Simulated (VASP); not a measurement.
# TiB2 (P6/mmm) in VASP: notebook

The runs below take TiB2 through single point, with PBE.

All numbers are computed with VASP 6.6.1; they aren't measurements. Logs are shortened: lines on timing, memory, paths and dates and some standing lists are left out, and cuts for length are marked.

## (1) The cell of the first run

The structure is hexagonal, space group P6/mmm (No. 191). The conventional cell has a = 3.029 Å, b = 3.029 Å, c = 3.228 Å, α = 90.00°, β = 90.00°, γ = 120.00°. Within 3.1 Å of Ti (site symmetry 6/mmm) lie 12 B at 2.38 Å and 6 Ti at 3.03 Å. B (site symmetry -6m2) has 3 B at 1.75 Å within 2.3 Å.

## (2) Single point, PBE

Contents of INCAR:

```
SYSTEM = TiB2
PREC     = Accurate       ! precision mode
ENCUT    = 500            ! plane-wave cutoff, eV
EDIFF    = 1E-6           ! SCF threshold, eV
ISMEAR   = -1             ! smearing method
SIGMA    = 0.05           ! smearing width, eV
LREAL    = .FALSE.        ! projectors in reciprocal space
LASPH    = .TRUE.         ! aspherical terms in the spheres
NELM     = 120            ! most SCF steps
ALGO     = Normal         ! electronic algorithm
ISIF     = 2              ! what is computed and relaxed
LWAVE    = .FALSE.        ! write WAVECAR
LCHARG   = .FALSE.        ! write CHGCAR
GGA      = PE             ! functional
NBANDS   = 16             ! bands
GGA_COMPAT= .FALSE.
```

Contents of KPOINTS:

```
Automatic mesh
0
G
  6 6 5
  0 0 0
```

Contents of POSCAR:

```
TiB2
1.0
    3.0292000000      0.0000000000      0.0000000000
   -1.5146000000      2.6233641500      0.0000000000
    0.0000000000      0.0000000000      3.2284000000
Ti B
1 2
Direct
    0.0000000000      0.0000000000      0.0000000000
    0.3333333333      0.6666666667      0.5000000000
    0.6666666667      0.3333333333      0.5000000000
```

Potentials or basis: VASP PAW PBE potentials, release 64 (Ti_sv, B).

Launch:

```
$ cat potpaw_PBE.64/Ti_sv/POTCAR potpaw_PBE.64/B/POTCAR > POTCAR
$ mpirun -np 1 vasp_std > vasp.out
```

OUTCAR:

```text
SYSTEM = TiB2
   PREC = Accurate
   ENCUT = 500
   EDIFF = 1E-6
   ISMEAR = -1
   LREAL = .FALSE.
   LASPH = .TRUE.
   NELM = 120
   ISIF = 2
   GGA = PE

 ion  position               nearest neighbor table
   1  0.000  0.000  0.000-   2 2.38   2 2.38   3 2.38   3 2.38   2 2.38   3 2.38   2 2.38   3 2.38
                             3 2.38   3 2.38   2 2.38   2 2.38
   2  0.333  0.667  0.500-   3 1.75   3 1.75   3 1.75   1 2.38   1 2.38   1 2.38   1 2.38   1 2.38
                             1 2.38
   3  0.667  0.333  0.500-   2 1.75   2 1.75   2 1.75   1 2.38   1 2.38   1 2.38   1 2.38   1 2.38
                             1 2.38

  LATTYP: Found a hexagonal cell.
 ALAT       =     3.0292000000
 C/A-ratio  =     1.0657599366

  Lattice vectors:

 A1 = (   3.0292000000,   0.0000000000,   0.0000000000)
 A2 = (  -1.5146000000,   2.6233641500,   0.0000000000)
 A3 = (   0.0000000000,   0.0000000000,   3.2284000000)

Analysis of symmetry for initial positions (statically):
=====================================================================
 Subroutine PRICEL returns:
 Original cell was already a primitive cell.

 Routine SETGRP: Setting up the symmetry group for a
 hexagonal supercell.

 Subroutine GETGRP returns: Found 24 space group operations
 (whereof 24 operations were pure point group operations)
 out of a pool of 24 trial point group operations.

The static configuration has the point symmetry D_6h.

Analysis of symmetry for dynamics (positions and initial velocities):
=====================================================================
 Subroutine PRICEL returns:
 Original cell was already a primitive cell.

 Routine SETGRP: Setting up the symmetry group for a
 hexagonal supercell.

 Subroutine GETGRP returns: Found 24 space group operations
 (whereof 24 operations were pure point group operations)
 out of a pool of 24 trial point group operations.

The dynamic configuration has the point symmetry D_6h.

 Subroutine INISYM returns: Found 24 space group operations
 (whereof 24 operations are pure point group operations),
 and found     1 'primitive' translations

----------------------------------------------------------------------------------------

                                     Primitive cell

  volume of cell :      25.6551

  direct lattice vectors                    reciprocal lattice vectors
     3.029200000  0.000000000  0.000000000     0.330120164  0.190594966  0.000000000
    -1.514600000  2.623364150  0.000000000     0.000000000  0.381189931  0.000000000
     0.000000000  0.000000000  3.228400000     0.000000000  0.000000000  0.309750960

  length of vectors
     3.029200000  3.029199997  3.228400000     0.381189931  0.381189931  0.309750960

  position of ions in fractional coordinates (direct lattice)
     0.000000000  0.000000000  0.000000000
     0.333333333  0.666666667  0.500000000
     0.666666667  0.333333333  0.500000000

  ion indices of the primitive-cell ions
   primitive index   ion index
                 1           1
                 2           2
                 3           3

----------------------------------------------------------------------------------------

 KPOINTS: Automatic mesh

Automatic generation of k-mesh.
 Grid dimensions read from file:
 generate k-points for:    6    6    5

 Generating k-lattice:

  Cartesian coordinates                     Fractional coordinates (reciprocal lattice)
     0.055020027  0.031765828  0.000000000     0.166666667  0.000000000  0.000000000
     0.000000000  0.063531655  0.000000000     0.000000000  0.166666667  0.000000000
     0.000000000  0.000000000  0.061950192     0.000000000  0.000000000  0.200000000

  Length of vectors
     0.063531655  0.063531655  0.061950192

  Shift w.r.t. Gamma in fractional coordinates (k-lattice)
     0.000000000  0.000000000  0.000000000

 Subroutine IBZKPT returns following result:
 ===========================================

 Found     21 irreducible k-points:

 Following reciprocal coordinates:
            Coordinates               Weight
  0.000000  0.000000  0.000000      1.000000
  0.166667  0.000000  0.000000      6.000000
  0.333333  0.000000  0.000000      6.000000
  0.500000  0.000000  0.000000      3.000000
  0.166667  0.166667  0.000000      6.000000
  0.333333  0.166667  0.000000     12.000000
[... 13 lines left out ...]
  0.333333  0.166667  0.400000     24.000000
  0.333333  0.333333  0.400000      4.000000
   k-points           NKPTS =     21   k-points in BZ     NKDIM =     21   number of bands    NBANDS=     16
   number of dos      NEDOS =    301   number of ions     NIONS =      3
   total plane-waves  NPLWV =  13824
   dimension x,y,z NGX =    24 NGY =   24 NGZ =   24
   dimension x,y,z NGXF=    48 NGYF=   48 NGZF=   48
   ions per type =               1   2
   NGX,Y,Z   is equivalent  to a cutoff of  13.17, 13.17, 12.36 a.u.
   NGXF,Y,Z  is equivalent  to a cutoff of  26.34, 26.34, 24.72 a.u.
 SYSTEM =  TiB2
   PREC   = accura    normal or accurate (medium, high low for compatibility)
   ISTART =      0    job   : 0-new  1-cont  2-samecut
   ICHARG =      2    charge: 1-file 2-atom 10-const
   ISPIN  =      1    spin polarized calculation?
   LNONCOLLINEAR =      F non collinear calculations
   LSORBIT =      F    spin-orbit coupling
   LASPH  =      T    aspherical Exc in radial PAW
   ENCUT  =  500.0 eV  36.75 Ry    6.06 a.u.   5.52  5.52  5.89*2*pi/ulx,y,z
   NELM   =    120;   NELMIN=  2; NELMDL= -5     # of ELM steps
   EDIFF  = 0.1E-05   stopping-criterion for ELM
   LREAL  =      F    real-space projection
   EDIFFG = 0.1E-04   stopping-criterion for IOM
   NSW    =      0    number of steps for IOM
   IBRION =     -1    ionic relax: 0-MD 1-quasi-New 2-CG
   NFREE  =      0    steps in history (QN), initial steepest desc. (CG)
   ISIF   =      2    stress and relaxation
   ISYM   =      2    0-nonsym 1-usesym 2-fastsym
   POTIM  = 0.5000    time-step for ionic-motion
   TEBEG  =    0.0;   TEEND  =   0.0 temperature during run
   PSTRESS=    0.0 pullay stress
   NELECT =      18.0000    total number of electrons
   NUPDOWN=      -1.0000    fix difference up-down
   EMIN   =  10.00;   EMAX   =-10.00  energy-range for DOS
   EFERMI =   0.00;   METHOD = LEGACY
   ISMEAR =    -1;   SIGMA  =   0.05  broadening in eV -4-tet -1-fermi 0-gaus
   EFERMI_NEDOS =   21; number of points for ismear=-14 and -15
   IALGO  =     38    algorithm
   IMIX   =      4    mixing-type and parameters
     AMIX     =   0.40;   BMIX     =  1.00
     AMIX_MAG =   1.60;   BMIX_MAG =  1.00
  volume/ion in A,a.u.               =       8.55        57.71
  Fermi-wavevector in a.u.,A,eV,Ry     =   1.454703  2.748990 28.792122  2.116161
  Thomas-Fermi vector in A             =   2.571823
   LORBIT       =      0    0 simple, 1 ext, 2 COOP (PROOUT), +10 PAW based schemes
   GGA     = PE    functional components
   LHFCALC =     F    Hartree Fock is set to
   AEXX    =    0.0000 exact exchange contribution
   IVDW    =     0    specifies the selected vdW correction
   LEPSILON=     F    determine dielectric tensor
   LRPA    =     F    only Hartree local field effects (RPA)
 non-spin polarized calculation
  energy-cutoff  :      500.00
  volume of cell :       25.66
 maximum number of plane-waves:       672
 NGX is ok and might be reduce to    24
   NGX = 11   NGY = 11   NGZ = 11

 number of electron      18.0000002 magnetization

 Free energy of the ion-electron system (eV)
  ---------------------------------------------------
  ext. energy  EPLUGINS =         0.00000000
  ---------------------------------------------------
  free energy    TOTEN  =       -24.39210281 eV

  energy without entropy =      -24.38589611  energy(sigma->0) =      -24.38899946

 E-fermi :   9.8824     XC(G=0): -12.7688

 val. band max:        9.5598235470   @ k =   0.3333   0.1667   0.0000
 cond. band min:       9.9293946321   @ k =   0.0000   0.0000   0.2000
 fundamental gap:      0.3695710850
 Fermi energy:         9.8824038628

 k-point     1 :       0.0000    0.0000    0.0000
  band No.  band energies     occupation
      1     -46.9556      2.00000
      2     -23.3281      2.00000
      3     -22.9820      2.00000
      4     -22.9820      2.00000
      5      -3.5116      2.00000
      6       7.4013      2.00000
[... 8 lines left out ...]
     15      15.7614      0.00000
     16      16.9220      0.00000

 k-point     2 :       0.1667    0.0000    0.0000
  band No.  band energies     occupation
      1     -46.9421      2.00000
      2     -23.3110      2.00000
      3     -23.0853      2.00000
      4     -23.0055      2.00000
      5      -2.9845      2.00000
      6       6.0260      2.00000
[... 8 lines left out ...]
     15      18.1926      0.00000
     16      18.2288      0.00000

 k-point     3 :       0.3333    0.0000    0.0000
  band No.  band energies     occupation
      1     -46.9149      2.00000
      2     -23.2872      2.00000
      3     -23.2765      2.00000
      4     -23.0521      2.00000
      5      -1.5083      2.00000
      6       3.3555      2.00000
[... 8 lines left out ...]
     15      17.3552      0.00000
     16      18.9193      0.00000

 k-point     4 :       0.5000    0.0000    0.0000
  band No.  band energies     occupation
      1     -46.9012      2.00000
      2     -23.3859      2.00000
      3     -23.2592      2.00000
      4     -23.0753      2.00000
      5       0.6274      2.00000
      6       0.7588      2.00000
[... 8 lines left out ...]
     15      17.4508      0.00000
     16      18.1860      0.00000
[... 267 lines left out ...]
 k-point    19 :       0.1667    0.1667    0.4000
  band No.  band energies     occupation
      1     -46.9089      2.00000
      2     -23.4512      2.00000
      3     -23.1944      2.00000
      4     -23.0420      2.00000
      5      -0.9379      2.00000
      6       4.4585      2.00000
[... 8 lines left out ...]
     15      18.3966      0.00000
     16      19.7772      0.00000

 k-point    20 :       0.3333    0.1667    0.4000
  band No.  band energies     occupation
      1     -46.8887      2.00000
      2     -23.4166      2.00000
      3     -23.3067      2.00000
      4     -23.1074      2.00000
      5       0.1930      2.00000
      6       2.6707      2.00000
[... 8 lines left out ...]
     15      18.0980      0.00000
     16      19.1682      0.00000

 k-point    21 :       0.3333    0.3333    0.4000
  band No.  band energies     occupation
      1     -46.8820      2.00000
      2     -23.4051      2.00000
      3     -23.2372      2.00000
      4     -23.2372      2.00000
      5       1.4547      2.00000
      6       1.4547      2.00000
[... 8 lines left out ...]
     15      17.2908      0.00000
     16      21.2725      0.00000

------------------------ aborting loop because EDIFF is reached ----------------------------------------

  FORCE on cell =-STRESS in cart. coord.  units (eV):
  Direction    XX          YY          ZZ          XY          YZ          ZX
  --------------------------------------------------------------------------------------
  -------------------------------------------------------------------------------------
  Total        0.2846158      0.2846158     -0.2441685      0.0000000     -0.0000000     -0.0000000
  in kB       17.7744340     17.7744340    -15.2484714      0.0000000     -0.0000000     -0.0000000
  external PRESSURE =       6.7667989 kB  Pullay stress =       0.0000000 kB

 VOLUME and BASIS-vectors are now :
 -----------------------------------------------------------------------------
  energy-cutoff  :      500.00
  volume of cell :       25.66
      direct lattice vectors                 reciprocal lattice vectors
     3.029200000  0.000000000  0.000000000     0.330120164  0.190594966  0.000000000
    -1.514600000  2.623364150  0.000000000     0.000000000  0.381189931  0.000000000
     0.000000000  0.000000000  3.228400000     0.000000000  0.000000000  0.309750960

 POSITION                                       TOTAL-FORCE (eV/Angst)
 -----------------------------------------------------------------------------------
      0.00000      0.00000      0.00000         0.000000      0.000000      0.000000
     -0.00000      1.74891      1.61420         0.000000     -0.000000      0.000000
      1.51460      0.87445      1.61420        -0.000000      0.000000      0.000000
 -----------------------------------------------------------------------------------
    total drift:                               -0.000000      0.000000      0.000000

  FREE ENERGIE OF THE ION-ELECTRON SYSTEM (eV)
  ---------------------------------------------------
  free  energy   TOTEN  =       -24.3921028111 eV

  energy  without entropy=      -24.3858961077  energy(sigma->0) =      -24.38899946
```

Run time: 7.5 s. Hardware: 1 thread of Intel Xeon Platinum 8488C (Sapphire Rapids), shared host; peak memory 0.13 GiB.

What came out:

```
Free energy            : -24.3921 eV
Pressure               : 0.7 GPa
Band gap on the k mesh : zero (filled and empty bands touch)
```

Caveat: the k points lie up to 0.40 Å⁻¹ apart.

## (3) Single point, PBE

Contents of INCAR:

```
ALGO = Normal ; EDIFF = 1E-6
ENCUT = 500 ; GGA = PE
GGA_COMPAT = False ; ISIF = 2
ISMEAR = -1 ; LASPH = True
LCHARG = False ; LREAL = False
LWAVE = False ; NBANDS = 16
NELM = 120 ; PREC = Accurate
SIGMA = 0.05
```

Contents of KPOINTS:

```
k-points
0
Gamma
  8 8 6
```

POSCAR is that of step 2.

Potentials or basis: VASP PAW PBE potentials, release 64 (Ti_sv, B).

Launch:

```
$ cat potpaw_PBE.64/Ti_sv/POTCAR potpaw_PBE.64/B/POTCAR > POTCAR
$ mpirun -np 1 vasp_std > vasp.out
```

It took 12 s on 1 thread of Intel Xeon Platinum 8488C (Sapphire Rapids), shared host; peak memory 0.14 GiB.

It converged, with:

```yaml
Free_energy: -24.4330 eV
Pressure: 0.4 GPa
Band_gap_on_the_k_mesh: zero (band 9 reaches 10.18 eV, above the bottom of band 10 at 9.82 eV)
```

Stress tensor (GPa, compression positive):
```
 0.83  0.00  0.00
 0.00  0.83  0.00
 0.00  0.00 -0.41
```

Levels at points of the mesh, in eV from the Fermi level:
```tsv
k point	band 6	band 7	band 8	band 9	band 10	band 11	band 12	band 13
(0.00, 0.00, 0.00)	-2.69	-2.69	-2.41	-2.20	1.80	1.80	3.56	3.56
(0.50, 0.00, 0.00)	-9.32	-3.35	-3.31	-2.35	1.25	2.65	3.13	3.28
(0.00, 0.00, 0.50)	-7.70	-0.64	-0.64	-0.26	-0.26	0.35	0.35	1.55
(0.50, 0.00, 0.50)	-7.64	-4.72	-3.91	-3.23	2.39	2.83	4.37	4.49
```
